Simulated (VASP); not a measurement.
# Ti in VASP: single point with PBE

Aim: the single point of Ti with PBE.

Everything below comes from runs of VASP 6.6.1. Logs are shortened: lines on timing, memory, paths and dates and some standing lists are left out, and cuts for length are marked.

## (1) The cell of the first run

The cell holds a slab with vacuum, 16 atoms: a = 6.511 Å, b = 6.511 Å, c = 20.179 Å, α = 90.00°, β = 90.00°, γ = 90.00°.

## (2) Single point, PBE

INCAR reads:

```
SYSTEM = Ti
PREC = Accurate ; ENCUT = 520
EDIFF = 1E-7 ; ISMEAR = 0
SIGMA = 0.1 ; LREAL = Auto
LASPH = .TRUE. ; NELM = 100
ALGO = Normal ; ISIF = 2
LWAVE = .FALSE. ; LCHARG = .TRUE.
LDIPOL = .TRUE. ; IDIPOL = 3
DIPOL = 0.5 0.5 0.316 ; GGA = PE
LELF = .TRUE. ; LVHAR = .TRUE.
LVACPOTAV = .TRUE. ; NBANDS = 110
```

KPOINTS reads:

```
Automatic mesh
0
G
  4 4 1
  0 0 0
```

POSCAR reads:

```
Ti
1.0
    6.5106718524      0.0000000000      0.0000000000
    0.0000000000      6.5106718524      0.0000000000
    0.0000000000      0.0000000000     20.1793683656
Ti
16
Direct
    0.2500000000      0.2500000000      0.1982222599
    0.2500000000      0.7500000000      0.1982222599
    0.7500000000      0.2500000000      0.1982222599
    0.7500000000      0.7500000000      0.1982222599
    0.0000000000      0.0000000000      0.2788822654
    0.0000000000      0.5000000000      0.2788822654
    0.5000000000      0.0000000000      0.2788822654
    0.5000000000      0.5000000000      0.2788822654
    0.2500000000      0.2500000000      0.3551865505
    0.2500000000      0.7500000000      0.3551865505
    0.7500000000      0.2500000000      0.3551865505
    0.7500000000      0.7500000000      0.3551865505
    0.0000000000      0.0000000000      0.4301110029
    0.0000000000      0.5000000000      0.4301110029
    0.5000000000      0.0000000000      0.4301110029
    0.5000000000      0.5000000000      0.4301110029
```

Potentials or basis: VASP PAW PBE potentials, release 64 (Ti_sv).

Launch:

```
$ cat potpaw_PBE.64/Ti_sv/POTCAR > POTCAR
$ mpirun -np 1 vasp_std > vasp.out
```

OUTCAR:

```text
SYSTEM = Ti
   PREC = Accurate
   ENCUT = 520
   EDIFF = 1E-7
   ISMEAR = 0
   LREAL = Auto
   LASPH = .TRUE.
   NELM = 100
   ISIF = 2
   GGA = PE

 ion  position               nearest neighbor table
   1  0.250  0.250  0.198-   5 2.82   6 2.82   7 2.82   8 2.82
   2  0.250  0.750  0.198-   5 2.82   6 2.82   7 2.82   8 2.82
   3  0.750  0.250  0.198-   5 2.82   6 2.82   7 2.82   8 2.82
   4  0.750  0.750  0.198-   5 2.82   6 2.82   7 2.82   8 2.82
   5  0.000  0.000  0.279-   9 2.77  10 2.77  11 2.77  12 2.77   1 2.82   2 2.82   3 2.82   4 2.82

   6  0.000  0.500  0.279-   9 2.77  10 2.77  11 2.77  12 2.77   1 2.82   2 2.82   3 2.82   4 2.82

   7  0.500  0.000  0.279-   9 2.77  10 2.77  11 2.77  12 2.77   1 2.82   2 2.82   3 2.82   4 2.82

   8  0.500  0.500  0.279-   9 2.77  10 2.77  11 2.77  12 2.77   1 2.82   2 2.82   3 2.82   4 2.82

   9  0.250  0.250  0.355-  13 2.75  14 2.75  15 2.75  16 2.75   5 2.77   6 2.77   7 2.77   8 2.77

  10  0.250  0.750  0.355-  13 2.75  14 2.75  15 2.75  16 2.75   5 2.77   6 2.77   7 2.77   8 2.77

  11  0.750  0.250  0.355-  13 2.75  14 2.75  15 2.75  16 2.75   5 2.77   6 2.77   7 2.77   8 2.77

  12  0.750  0.750  0.355-  13 2.75  14 2.75  15 2.75  16 2.75   5 2.77   6 2.77   7 2.77   8 2.77

  13  0.000  0.000  0.430-   9 2.75  10 2.75  11 2.75  12 2.75
  14  0.000  0.500  0.430-   9 2.75  10 2.75  11 2.75  12 2.75
  15  0.500  0.000  0.430-   9 2.75  10 2.75  11 2.75  12 2.75
  16  0.500  0.500  0.430-   9 2.75  10 2.75  11 2.75  12 2.75

  LATTYP: Found a simple tetragonal cell.
 ALAT       =     6.5106718524
 C/A-ratio  =     3.0994294941

  Lattice vectors:

 A1 = (   6.5106718524,   0.0000000000,   0.0000000000)
 A2 = (   0.0000000000,   6.5106718524,   0.0000000000)
 A3 = (   0.0000000000,   0.0000000000,  20.1793683656)

Analysis of symmetry for initial positions (statically):
=====================================================================
 Subroutine PRICEL returns following result:

  LATTYP: Found a simple tetragonal cell.
 ALAT       =     3.2553359262
 C/A-ratio  =     6.1988589882

  Lattice vectors:

 A1 = (   3.2553359262,   0.0000000000,   0.0000000000)
 A2 = (   0.0000000000,   3.2553359262,   0.0000000000)
 A3 = (   0.0000000000,   0.0000000000,  20.1793683656)

   4 primitive cells build up your supercell.

 Routine SETGRP: Setting up the symmetry group for a
 simple tetragonal supercell.

 Subroutine GETGRP returns: Found  8 space group operations
 (whereof  8 operations were pure point group operations)
 out of a pool of 16 trial point group operations.

The static configuration has the point symmetry C_4v.

Analysis of symmetry for dynamics (positions and initial velocities):
=====================================================================
 Subroutine PRICEL returns following result:

  LATTYP: Found a simple tetragonal cell.
 ALAT       =     3.2553359262
 C/A-ratio  =     6.1988589882

  Lattice vectors:

 A1 = (   3.2553359262,   0.0000000000,   0.0000000000)
 A2 = (   0.0000000000,   3.2553359262,   0.0000000000)
 A3 = (   0.0000000000,   0.0000000000,  20.1793683656)

   4 primitive cells build up your supercell.

 Routine SETGRP: Setting up the symmetry group for a
 simple tetragonal supercell.

 Subroutine GETGRP returns: Found  8 space group operations
 (whereof  8 operations were pure point group operations)
 out of a pool of 16 trial point group operations.

The dynamic configuration has the point symmetry C_4v.

 Subroutine INISYM returns: Found  8 space group operations
 (whereof  8 operations are pure point group operations),
 and found     4 'primitive' translations

----------------------------------------------------------------------------------------

                                     Primitive cell

  volume of cell :     213.8450

  direct lattice vectors                    reciprocal lattice vectors
     3.255335926  0.000000000  0.000000000     0.307187959  0.000000000  0.000000000
     0.000000000  3.255335926  0.000000000     0.000000000  0.307187959  0.000000000
     0.000000000  0.000000000 20.179368366     0.000000000  0.000000000  0.049555565

  length of vectors
     3.255335926  3.255335926 20.179368366     0.307187959  0.307187959  0.049555565

  position of ions in fractional coordinates (direct lattice)
     0.500000000  0.500000000  0.198222260
     0.000000000  0.000000000  0.278882265
     0.500000000  0.500000000  0.355186551
     0.000000000  0.000000000  0.430111003

  ion indices of the primitive-cell ions
   primitive index   ion index
                 1           1
                 2           5
                 3           9
                 4          13

----------------------------------------------------------------------------------------

 KPOINTS: Automatic mesh

Automatic generation of k-mesh.
 Grid dimensions read from file:
 generate k-points for:    4    4    1

 Generating k-lattice:

  Cartesian coordinates                     Fractional coordinates (reciprocal lattice)
     0.038398495  0.000000000  0.000000000     0.250000000  0.000000000  0.000000000
     0.000000000  0.038398495  0.000000000     0.000000000  0.250000000  0.000000000
     0.000000000  0.000000000  0.049555565     0.000000000  0.000000000  1.000000000

  Length of vectors
     0.038398495  0.038398495  0.049555565

  Shift w.r.t. Gamma in fractional coordinates (k-lattice)
     0.000000000  0.000000000  0.000000000

 Subroutine IBZKPT returns following result:
 ===========================================

 Found      6 irreducible k-points:

 Following reciprocal coordinates:
            Coordinates               Weight
  0.000000  0.000000  0.000000      1.000000
  0.250000  0.000000  0.000000      4.000000
  0.500000  0.000000  0.000000      2.000000
  0.250000  0.250000  0.000000      4.000000
  0.500000  0.250000  0.000000      4.000000
  0.500000  0.500000  0.000000      1.000000
   k-points           NKPTS =      6   k-points in BZ     NKDIM =      6   number of bands    NBANDS=    110
   number of dos      NEDOS =    301   number of ions     NIONS =     16
   total plane-waves  NPLWV = 345600
   dimension x,y,z NGX =    48 NGY =   48 NGZ =  150
   dimension x,y,z NGXF=    96 NGYF=   96 NGZF=  300
   ions per type =              16
   NGX,Y,Z   is equivalent  to a cutoff of  12.26, 12.26, 12.36 a.u.
   NGXF,Y,Z  is equivalent  to a cutoff of  24.51, 24.51, 24.72 a.u.
 SYSTEM =  Ti
   PREC   = accura    normal or accurate (medium, high low for compatibility)
   ISTART =      0    job   : 0-new  1-cont  2-samecut
   ICHARG =      2    charge: 1-file 2-atom 10-const
   ISPIN  =      1    spin polarized calculation?
   LNONCOLLINEAR =      F non collinear calculations
   LSORBIT =      F    spin-orbit coupling
   LASPH  =      T    aspherical Exc in radial PAW
   ENCUT  =  520.0 eV  38.22 Ry    6.18 a.u.  12.11 12.11 37.52*2*pi/ulx,y,z
   NELM   =    100;   NELMIN=  2; NELMDL= -5     # of ELM steps
   EDIFF  = 0.1E-06   stopping-criterion for ELM
   LREAL  =      T    real-space projection
   EDIFFG = 0.1E-05   stopping-criterion for IOM
   NSW    =      0    number of steps for IOM
   IBRION =     -1    ionic relax: 0-MD 1-quasi-New 2-CG
   NFREE  =      0    steps in history (QN), initial steepest desc. (CG)
   ISIF   =      2    stress and relaxation
   ISYM   =      2    0-nonsym 1-usesym 2-fastsym
   POTIM  = 0.5000    time-step for ionic-motion
   TEBEG  =    0.0;   TEEND  =   0.0 temperature during run
   PSTRESS=    0.0 pullay stress
   NELECT =     192.0000    total number of electrons
   NUPDOWN=      -1.0000    fix difference up-down
   EMIN   =  10.00;   EMAX   =-10.00  energy-range for DOS
   EFERMI =   0.00;   METHOD = LEGACY
   ISMEAR =     0;   SIGMA  =   0.10  broadening in eV -4-tet -1-fermi 0-gaus
   EFERMI_NEDOS =   21; number of points for ismear=-14 and -15
   IALGO  =     38    algorithm
   IMIX   =      4    mixing-type and parameters
     AMIX     =   0.40;   BMIX     =  1.00
     AMIX_MAG =   1.60;   BMIX_MAG =  1.00
  volume/ion in A,a.u.               =      53.46       360.77
  Fermi-wavevector in a.u.,A,eV,Ry     =   0.994922  1.880129 13.467984  0.989869
  Thomas-Fermi vector in A             =   2.126906
   LORBIT       =      0    0 simple, 1 ext, 2 COOP (PROOUT), +10 PAW based schemes
   GGA     = PE    functional components
   LHFCALC =     F    Hartree Fock is set to
   AEXX    =    0.0000 exact exchange contribution
   IVDW    =     0    specifies the selected vdW correction
   LEPSILON=     F    determine dielectric tensor
   LRPA    =     F    only Hartree local field effects (RPA)
 non-spin polarized calculation
 Gauss-broadening in eV      SIGMA  =   0.10
  energy-cutoff  :      520.00
  volume of cell :      855.38
 maximum number of plane-waves:     23060
   NGX = 25   NGY = 25   NGZ = 75

 dipolmoment           0.000000      0.000000     -0.000847 electrons x Angstroem

 number of electron     192.0000091 magnetization

 dipolmoment           0.000000      0.000000      0.002029 electrons x Angstroem

 Free energy of the ion-electron system (eV)
  ---------------------------------------------------
  ext. energy  EPLUGINS =         0.00000000
  ---------------------------------------------------
  free energy    TOTEN  =      -115.47360856 eV

  energy without entropy =     -115.31850278  energy(sigma->0) =     -115.39605567

 E-fermi :   0.5662     XC(G=0):  -4.7648

 val. band max:        0.5374752434   @ k =   0.5000   0.5000   0.0000
 cond. band min:       0.5987970190   @ k =   0.5000   0.2500   0.0000
 fundamental gap:      0.0613217757
 Fermi energy:         0.5661790057

 k-point     1 :       0.0000    0.0000    0.0000
  band No.  band energies     occupation
      1     -56.5000      2.00000
      2     -56.4860      2.00000
      3     -56.4860      2.00000
      4     -56.4762      2.00000
      5     -56.3756      2.00000
      6     -56.3581      2.00000
[... 100 lines left out ...]
    107       1.3584      0.00000
    108       1.4747      0.00000
[... 553 lines left out ...]
    107       1.2080      0.00000
    108       1.2080      0.00000
 [bands above 108 left out]

------------------------ aborting loop because EDIFF is reached ----------------------------------------

  FORCE on cell =-STRESS in cart. coord.  units (eV):
  Direction    XX          YY          ZZ          XY          YZ          ZX
  --------------------------------------------------------------------------------------
  -------------------------------------------------------------------------------------
  Total      -12.1529112    -12.1529112     -4.9334546      0.0000000      0.0000000     -0.0000000
  in kB      -22.7631167    -22.7631167     -9.2406503      0.0000000      0.0000000     -0.0000000
  external PRESSURE =     -18.2556279 kB  Pullay stress =       0.0000000 kB

 VOLUME and BASIS-vectors are now :
 -----------------------------------------------------------------------------
  energy-cutoff  :      520.00
  volume of cell :      855.38
      direct lattice vectors                 reciprocal lattice vectors
     6.510671852  0.000000000  0.000000000     0.153593980  0.000000000  0.000000000
     0.000000000  6.510671852  0.000000000     0.000000000  0.153593980  0.000000000
     0.000000000  0.000000000 20.179368366     0.000000000  0.000000000  0.049555565

 POSITION                                       TOTAL-FORCE (eV/Angst)
 -----------------------------------------------------------------------------------
      1.62767      1.62767      4.00000        -0.000000      0.000000      0.551730
      1.62767      4.88300      4.00000        -0.000000      0.000000      0.551730
      4.88300      1.62767      4.00000        -0.000000     -0.000000      0.551730
      4.88300      4.88300      4.00000         0.000000      0.000000      0.551730
      0.00000      0.00000      5.62767        -0.000000      0.000000     -0.527333
      0.00000      3.25534      5.62767        -0.000000     -0.000000     -0.527333
[... 8 lines left out ...]
      3.25534      0.00000      8.67937        -0.000000     -0.000000     -0.069995
      3.25534      3.25534      8.67937         0.000000     -0.000000     -0.069995
 -----------------------------------------------------------------------------------
    total drift:                                0.000000      0.000000      0.138892

  FREE ENERGIE OF THE ION-ELECTRON SYSTEM (eV)
  ---------------------------------------------------
  free  energy   TOTEN  =      -115.4736085556 eV

  energy  without entropy=     -115.3185027826  energy(sigma->0) =     -115.39605567

 vacuum level on the upper side and lower side of the slab         3.820         3.811
```

Run time: 43 min. Hardware: 1 thread of Intel Xeon Platinum 8488C (Sapphire Rapids), shared host; peak memory 0.87 GiB.

Results:

* Free energy: -115.4736 eV
* Largest force: 0.552 eV/Å
* Band gap on the k mesh: zero (bands 96 and 97 overlap by 0.11 eV)

Forces on the atoms (eV/Å):
```
Ti   0.000  0.000  0.552
Ti   0.000  0.000  0.552
Ti   0.000  0.000  0.552
Ti   0.000  0.000  0.552
Ti   0.000  0.000 -0.527
Ti   0.000  0.000 -0.527
Ti   0.000  0.000 -0.527
Ti   0.000  0.000 -0.527
Ti   0.000  0.000  0.046
Ti   0.000  0.000  0.046
Ti   0.000  0.000  0.046
Ti   0.000  0.000  0.046
Ti   0.000  0.000 -0.070
Ti   0.000  0.000 -0.070
Ti   0.000  0.000 -0.070
Ti   0.000  0.000 -0.070
```

Levels at points of the mesh, in eV from the Fermi level:
| k point | band 94 | band 95 | band 96 | band 97 | band 98 | band 99 |
| --- | --- | --- | --- | --- | --- | --- |
| (0.00, 0.00, 0.00) | -0.17 | -0.13 | -0.13 | 0.20 | 0.32 | 0.36 |
| (0.50, 0.00, 0.00) | -0.06 | 0.08 | 0.08 | 0.17 | 0.17 | 0.24 |
| (0.50, 0.50, 0.00) | -0.15 | -0.15 | -0.15 | -0.03 | -0.03 | -0.03 |
